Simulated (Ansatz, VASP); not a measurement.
# GaN in VASP and in Ansatz

The input POSCAR:

```
GaN
1.0
   -0.0074965085      2.2414560331      2.2414560331
    2.2414560331     -0.0074965085      2.2414560331
    2.2414560331      2.2414560331     -0.0074965085
Ga N
1 1
Direct
   -0.0002488047     -0.0002488047     -0.0002488047
    0.2502488047      0.2502488047      0.2502488047
```

File INCAR.step1:

```
PREC = Accurate ; ENCUT = 520
ISMEAR = 0 ; SIGMA = 0.01
LREAL = False ; LASPH = True
NELM = 60 ; NBANDS = 16
GGA = PE ; ALGO = Normal
EDIFF = 1E-4 ; LWAVE = True
LCHARG = False
```

File INCAR.step2:

```
PREC = Accurate ; ENCUT = 520
EDIFF = 1E-6 ; ISMEAR = 0
SIGMA = 0.01 ; LREAL = False
LASPH = True ; NELM = 60
ALGO = Normal ; ISIF = 2
LWAVE = False ; LCHARG = False
METAGGA = R2SCAN ; LMIXTAU = True
NBANDS = 16 ; ISTART = 1
```

The input KPOINTS:

```
Automatic mesh
0
Gamma
  10 10 10
```

Input for Ansatz:

```yaml
crystal:
  lattice:
    - [-0.0074965085, 2.2414560331, 2.2414560331]
    - [2.2414560331, -0.0074965085, 2.2414560331]
    - [2.2414560331, 2.2414560331, -0.0074965085]
  atoms:
    - { symbol: Ga, position: [-0.0002488047, -0.0002488047, -0.0002488047] }
    - { symbol: "N", position: [0.2502488047, 0.2502488047, 0.2502488047] }
kpoints:
  mp_grid: { grid: [10, 10, 10] }
  band_path:
    path:
      - [0.0, 0.0, 0.0]
      - [-0.5, -0.5, 0.0]
      - [-0.375, -0.375, 0.25]
      - [-0.375, 0.0, 0.375]
      - [0.0, 0.0, 0.5]
      - [-0.5, -0.25, 0.25]
    npoints: 1
hamiltonian:
  xc: r2scan
scf:
  occupations: { method: fixed }
  n_extra_bands: 4
output:
  forces: true
  stress: true
  eigenvalues: true
```

Change from the starting cell: shear_111 strain -0.5%.

Alike in both runs: task single point; functional r2SCAN; k mesh 10 × 10 × 10; no spin polarisation.

|  | VASP | Ansatz |
| --- | --- | --- |
| version | VASP 6.6.1 | Ansatz 0.2.0 |
| potentials or method | VASP PAW PBE potentials, release 64 (Ga_d, N) | plane waves, PAW |
| plane-wave cutoff (eV) | 520 | 500 |
| occupations | gaussian, width 0.01 eV | fixed |
| valence electrons in the cell | 18 | 18 |

|  | VASP | Ansatz | Ansatz less VASP |
| --- | --- | --- | --- |
| gap on the k mesh at the Fermi level (eV) | 2.17 | 2.18 | +0.009 |
| pressure (GPa) | 2.3 | 1.0 | -1.27 |
| traceless stress, the component that is largest in VASP (GPa) | 0.53 | 0.54 | +0.008 |

VASP's potentials were made for PBE, not for r2SCAN.
